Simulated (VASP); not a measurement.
# TePb (Fm-3m) in VASP: vibrations by perturbation theory with PBE

Aim: the vibrations by perturbation theory of TePb with PBE.

All numbers are computed with VASP 6.6.1; they aren't measurements. Logs are shortened: lines on timing, memory, paths and dates and some standing lists are left out, and cuts for length are marked.

## (1) The cell of the first run

It takes space group Fm-3m (No. 225, cubic). Conventional cell: a = 6.462 Å, b = 6.462 Å, c = 6.462 Å, α = 90.00°, β = 90.00°, γ = 90.00°. Within 4.3 Å of Te (site symmetry m-3m) lie 6 Pb at 3.23 Å. Pb (site symmetry m-3m) has 6 Te at 3.23 Å within 4.3 Å.

## (2) Vibrations by perturbation theory, PBE

File INCAR:

```
  PREC = Accurate
  ENCUT = 520
  EDIFF = 1E-8
  ISMEAR = 0
  SIGMA = 0.05
  LREAL = F
  LASPH = T
  NELM = 80
  ALGO = Normal
  ISIF = 2
  LWAVE = F
  LCHARG = F
  GGA = PE
  IBRION = 8
  NSW = 1
```

File KPOINTS:

```
Automatic mesh
0
Gamma
  6 6 6
```

File POSCAR:

```
TePb
1.0
    0.0000000000      3.2310000000      3.2310000000
    3.2310000000      0.0000000000      3.2310000000
    3.2310000000      3.2310000000      0.0000000000
Te Pb
1 1
Direct
    0.5000000000      0.5000000000      0.5000000000
    0.0000000000      0.0000000000      0.0000000000
```

Potentials or basis: VASP PAW PBE potentials, release 64 (Te, Pb_d).

Command:

```
> cat potpaw_PBE.64/Te/POTCAR potpaw_PBE.64/Pb_d/POTCAR > POTCAR
> mpirun -np 1 vasp_std > vasp.out
```

OUTCAR:

```text
PREC = Accurate
   ENCUT = 520
   EDIFF = 1E-8
   ISMEAR = 0
   LREAL = F
   LASPH = T
   NELM = 80
   ISIF = 2
   GGA = PE
   IBRION = 8
   NSW = 1

 ion  position               nearest neighbor table
   1  0.500  0.500  0.500-   2 3.23   2 3.23   2 3.23   2 3.23   2 3.23   2 3.23
   2  0.000  0.000  0.000-   1 3.23   1 3.23   1 3.23   1 3.23   1 3.23   1 3.23

  LATTYP: Found a face centered cubic cell.
 ALAT       =     6.4620000000

  Lattice vectors:

 A1 = (   0.0000000000,   3.2310000000,   3.2310000000)
 A2 = (   3.2310000000,   0.0000000000,   3.2310000000)
 A3 = (   3.2310000000,   3.2310000000,   0.0000000000)

Analysis of symmetry for initial positions (statically):
=====================================================================
 Subroutine PRICEL returns:
 Original cell was already a primitive cell.

 Routine SETGRP: Setting up the symmetry group for a
 face centered cubic supercell.

 Subroutine GETGRP returns: Found 48 space group operations
 (whereof 48 operations were pure point group operations)
 out of a pool of 48 trial point group operations.

The static configuration has the point symmetry O_h .

Analysis of symmetry for dynamics (positions and initial velocities):
=====================================================================
 Subroutine PRICEL returns:
 Original cell was already a primitive cell.

 Routine SETGRP: Setting up the symmetry group for a
 face centered cubic supercell.

 Subroutine GETGRP returns: Found 48 space group operations
 (whereof 48 operations were pure point group operations)
 out of a pool of 48 trial point group operations.

The dynamic configuration has the point symmetry O_h .

 Subroutine INISYM returns: Found 48 space group operations
 (whereof 48 operations are pure point group operations),
 and found     1 'primitive' translations

----------------------------------------------------------------------------------------

                                     Primitive cell

  volume of cell :      67.4592

  direct lattice vectors                    reciprocal lattice vectors
     0.000000000  3.231000000  3.231000000    -0.154750851  0.154750851  0.154750851
     3.231000000  0.000000000  3.231000000     0.154750851 -0.154750851  0.154750851
     3.231000000  3.231000000  0.000000000     0.154750851  0.154750851 -0.154750851

  length of vectors
     4.569324020  4.569324020  4.569324020     0.268036337  0.268036337  0.268036337

  position of ions in fractional coordinates (direct lattice)
     0.500000000  0.500000000  0.500000000
     0.000000000  0.000000000  0.000000000

  ion indices of the primitive-cell ions
   primitive index   ion index
                 1           1
                 2           2

----------------------------------------------------------------------------------------

 KPOINTS: Automatic mesh

Automatic generation of k-mesh.
 Grid dimensions read from file:
 generate k-points for:    6    6    6

 Generating k-lattice:

  Cartesian coordinates                     Fractional coordinates (reciprocal lattice)
    -0.025791809  0.025791809  0.025791809     0.166666667  0.000000000  0.000000000
     0.025791809 -0.025791809  0.025791809     0.000000000  0.166666667  0.000000000
     0.025791809  0.025791809 -0.025791809     0.000000000  0.000000000  0.166666667

  Length of vectors
     0.044672723  0.044672723  0.044672723

  Shift w.r.t. Gamma in fractional coordinates (k-lattice)
     0.000000000  0.000000000  0.000000000

 Subroutine IBZKPT returns following result:
 ===========================================

 Found     16 irreducible k-points:

 Following reciprocal coordinates:
            Coordinates               Weight
  0.000000  0.000000  0.000000      1.000000
  0.166667  0.000000  0.000000      8.000000
  0.333333  0.000000  0.000000      8.000000
  0.500000  0.000000  0.000000      4.000000
  0.166667  0.166667  0.000000      6.000000
  0.333333  0.166667  0.000000     24.000000
[... 8 lines left out ...]
 -0.333333  0.333333  0.166667     24.000000
 -0.333333  0.500000  0.166667     12.000000
   k-points           NKPTS =     16   k-points in BZ     NKDIM =     16   number of bands    NBANDS=     14
   number of dos      NEDOS =    301   number of ions     NIONS =      2
   total plane-waves  NPLWV =  46656
   dimension x,y,z NGX =    36 NGY =   36 NGZ =   36
   dimension x,y,z NGXF=    72 NGYF=   72 NGZF=   72
   ions per type =               1   1
   NGX,Y,Z   is equivalent  to a cutoff of  13.10, 13.10, 13.10 a.u.
   NGXF,Y,Z  is equivalent  to a cutoff of  26.20, 26.20, 26.20 a.u.
 SYSTEM =  unknown system
   PREC   = accura    normal or accurate (medium, high low for compatibility)
   ISTART =      0    job   : 0-new  1-cont  2-samecut
   ICHARG =      2    charge: 1-file 2-atom 10-const
   ISPIN  =      1    spin polarized calculation?
   LNONCOLLINEAR =      F non collinear calculations
   LSORBIT =      F    spin-orbit coupling
   LASPH  =      T    aspherical Exc in radial PAW
   ENCUT  =  520.0 eV  38.22 Ry    6.18 a.u.   8.50  8.50  8.50*2*pi/ulx,y,z
   NELM   =     80;   NELMIN=  2; NELMDL= -5     # of ELM steps
   EDIFF  = 0.1E-07   stopping-criterion for ELM
   LREAL  =      F    real-space projection
   EDIFFG = 0.1E-06   stopping-criterion for IOM
   NSW    =      1    number of steps for IOM
   IBRION =      8    ionic relax: 0-MD 1-quasi-New 2-CG
   NFREE  =      0    steps in history (QN), initial steepest desc. (CG)
   ISIF   =      2    stress and relaxation
   ISYM   =      2    0-nonsym 1-usesym 2-fastsym
   POTIM  = 0.5000    time-step for ionic-motion
   TEBEG  =    0.0;   TEEND  =   0.0 temperature during run
   PSTRESS=    0.0 pullay stress
   NELECT =      20.0000    total number of electrons
   NUPDOWN=      -1.0000    fix difference up-down
   EMIN   =  10.00;   EMAX   =-10.00  energy-range for DOS
   EFERMI =   0.00;   METHOD = LEGACY
   ISMEAR =     0;   SIGMA  =   0.05  broadening in eV -4-tet -1-fermi 0-gaus
   EFERMI_NEDOS =   21; number of points for ismear=-14 and -15
   IALGO  =     38    algorithm
   IMIX   =      4    mixing-type and parameters
     AMIX     =   0.40;   BMIX     =  1.00
     AMIX_MAG =   1.60;   BMIX_MAG =  1.00
  volume/ion in A,a.u.               =      33.73       227.62
  Fermi-wavevector in a.u.,A,eV,Ry     =   1.091619  2.062861 16.213147  1.191633
  Thomas-Fermi vector in A             =   2.227868
   LORBIT       =      0    0 simple, 1 ext, 2 COOP (PROOUT), +10 PAW based schemes
   GGA     = PE    functional components
   LHFCALC =     F    Hartree Fock is set to
   AEXX    =    0.0000 exact exchange contribution
   IVDW    =     0    specifies the selected vdW correction
   LEPSILON=     F    determine dielectric tensor
   LRPA    =     F    only Hartree local field effects (RPA)
 non-spin polarized calculation
 Gauss-broadening in eV      SIGMA  =   0.05
  energy-cutoff  :      520.00
  volume of cell :       67.46
 maximum number of plane-waves:      1853
 NGX is ok and might be reduce to    36
   NGX = 17   NGY = 17   NGZ = 17

--------------------------------------- Ionic step        1  -------------------------------------------

 number of electron      20.0000003 magnetization

 Free energy of the ion-electron system (eV)
  ---------------------------------------------------
  ext. energy  EPLUGINS =         0.00000000
  ---------------------------------------------------
  free energy    TOTEN  =        -7.50208916 eV

  energy without entropy =       -7.50208916  energy(sigma->0) =       -7.50208916

 E-fermi :   5.8646     XC(G=0):  -9.3007

 val. band max:        5.6256761336   @ k =   0.5000   0.0000   0.0000
 cond. band min:       6.3604832636   @ k =   0.5000   0.0000   0.0000
 fundamental gap:      0.7348071300
 Fermi energy:         5.8646402393

 k-point     1 :       0.0000    0.0000    0.0000
  band No.  band energies     occupation
      1     -11.0986      2.00000
      2     -11.0986      2.00000
      3     -11.0894      2.00000
      4     -11.0894      2.00000
      5     -11.0894      2.00000
      6      -6.3939      2.00000
      7       0.0296      2.00000
      8       4.2781      2.00000
      9       4.2781      2.00000
     10       4.2781      2.00000
     11       9.7024      0.00000
     12       9.7024      0.00000
     13       9.7024      0.00000
     14      11.4205      0.00000
[... 243 lines left out ...]
      3     -11.0907      2.00000
      4     -11.0728      2.00000
      5     -11.0634      2.00000
      6      -4.5965      2.00000
      7      -2.2015      2.00000
      8       1.4608      2.00000
      9       2.2806      2.00000
     10       4.3690      2.00000
     11       8.4236      0.00000
     12       9.9478      0.00000
     13      11.6140      0.00000
     14      11.6669      0.00000

------------------------ aborting loop because EDIFF is reached ----------------------------------------

  FORCE on cell =-STRESS in cart. coord.  units (eV):
  Direction    XX          YY          ZZ          XY          YZ          ZX
  --------------------------------------------------------------------------------------
  -------------------------------------------------------------------------------------
  Total        0.8845059      0.8845059      0.8845059     -0.0000000     -0.0000000      0.0000000
  in kB       21.0073108     21.0073108     21.0073108     -0.0000000     -0.0000000      0.0000000
  external PRESSURE =      21.0073108 kB  Pullay stress =       0.0000000 kB

 VOLUME and BASIS-vectors are now :
 -----------------------------------------------------------------------------
  energy-cutoff  :      520.00
  volume of cell :       67.46
      direct lattice vectors                 reciprocal lattice vectors
     0.000000000  3.231000000  3.231000000    -0.154750851  0.154750851  0.154750851
     3.231000000  0.000000000  3.231000000     0.154750851 -0.154750851  0.154750851
     3.231000000  3.231000000  0.000000000     0.154750851  0.154750851 -0.154750851

 POSITION                                       TOTAL-FORCE (eV/Angst)
 -----------------------------------------------------------------------------------
      3.23100      3.23100      3.23100        -0.000000      0.000000      0.000000
      0.00000      0.00000      0.00000         0.000000     -0.000000     -0.000000
 -----------------------------------------------------------------------------------
    total drift:                               -0.000000      0.000000      0.000000

  FREE ENERGIE OF THE ION-ELECTRON SYSTEM (eV)
  ---------------------------------------------------
  free  energy   TOTEN  =        -7.5020891646 eV

  energy  without entropy=       -7.5020891646  energy(sigma->0) =       -7.50208916

[... ionic steps 2 to 3 ...]

--------------------------------------- Ionic step        4  -------------------------------------------

------------------------ aborting loop because EDIFF is reached ----------------------------------------

[... ionic steps 5 to 6 ...]

--------------------------------------- Ionic step        7  -------------------------------------------

 Free energy of the ion-electron system (eV)
  ---------------------------------------------------
  ---------------------------------------------------
  free energy    TOTEN  =        -0.33567010 eV

  energy without entropy =       -0.33567010

------------------------ aborting loop because EDIFF is reached ----------------------------------------

 INTERNAL STRAIN TENSOR  FOR ION    2  DIRECTION 1   (eV/Angst):
 -----------------------------------------------------------------------------
     0.01209  0.00000 -0.00000
    -0.00000 -0.00142  0.00000
     0.00000  0.00000 -0.00142

 INTERNAL STRAIN TENSOR FOR ION    2 for displacements in x,y,z  (eV/Angst):
          X           Y           Z          XY          YZ          ZX
  --------------------------------------------------------------------------------
  x     0.00000     0.00000     0.00000     0.00000     0.00000     0.00000
  y     0.00000     0.00000     0.00000     0.00000     0.00000     0.00000
  z     0.00000     0.00000     0.00000     0.00000     0.00000     0.00000

 SECOND DERIVATIVES (NOT SYMMETRIZED)
 ------------------------------------
               1X          1Y          1Z          2X          2Y          2Z
  1X    -0.474097    0.000000    0.000000    0.474097    0.000000    0.000000
  1Y     0.000000   -0.474097    0.000000    0.000000    0.474097    0.000000
  1Z     0.000000    0.000000   -0.474097    0.000000    0.000000    0.474097
  2X     0.486883    0.000000    0.000000   -0.486883    0.000000    0.000000
  2Y     0.000000    0.486883    0.000000    0.000000   -0.486883    0.000000
  2Z     0.000000    0.000000    0.486883    0.000000    0.000000   -0.486883

 Eigenvectors and eigenvalues of the dynamical matrix
 ----------------------------------------------------

   1 f  =    1.217549 THz     7.650089 2PiTHz   40.613078 cm-1     5.035378 meV
             X         Y         Z           dx          dy          dz
      3.231000  3.231000  3.231000     0.000000    0.782669    0.000000
      0.000000  0.000000  0.000000     0.000000   -0.622438    0.000000
[... 21 lines left out ...]
   6 f/i=    0.007892 THz     0.049589 2PiTHz    0.263259 cm-1     0.032640 meV
             X         Y         Z           dx          dy          dz
      3.231000  3.231000  3.231000     0.000000    0.000000   -0.622438
      0.000000  0.000000  0.000000     0.000000    0.000000   -0.782669

--------------------------------------------------------------------------------------------------------

 ELASTIC MODULI CONTR FROM IONIC RELAXATION (kBar)
 Direction    XX          YY          ZZ          XY          YZ          ZX
 --------------------------------------------------------------------------------
 XX           0.0000      0.0000      0.0000      0.0000      0.0000      0.0000
 YY           0.0000      0.0000      0.0000      0.0000      0.0000      0.0000
 ZZ           0.0000      0.0000      0.0000      0.0000      0.0000      0.0000
 XY           0.0000      0.0000      0.0000      0.0000      0.0000      0.0000
 YZ           0.0000      0.0000      0.0000      0.0000      0.0000      0.0000
 ZX           0.0000      0.0000      0.0000      0.0000      0.0000      0.0000
 --------------------------------------------------------------------------------
```

It took 4.2 min on 1 thread of Intel Xeon 8259CL, shared host; peak memory 0.28 GiB.

What came out:

```
Highest phonon frequency at Γ, LO-TO splitting left out : 41 cm⁻¹
```

Phonon frequencies in cm⁻¹ (negative: imaginary):
| q point | frequencies |
| --- | --- |
| (0.000, 0.000, 0.000) | 0 0 0 41 41 41 |

Caveat: the cell wasn't relaxed at this level first, which shifts response properties; spin-orbit coupling is left out, which moves the levels of the heavy elements.
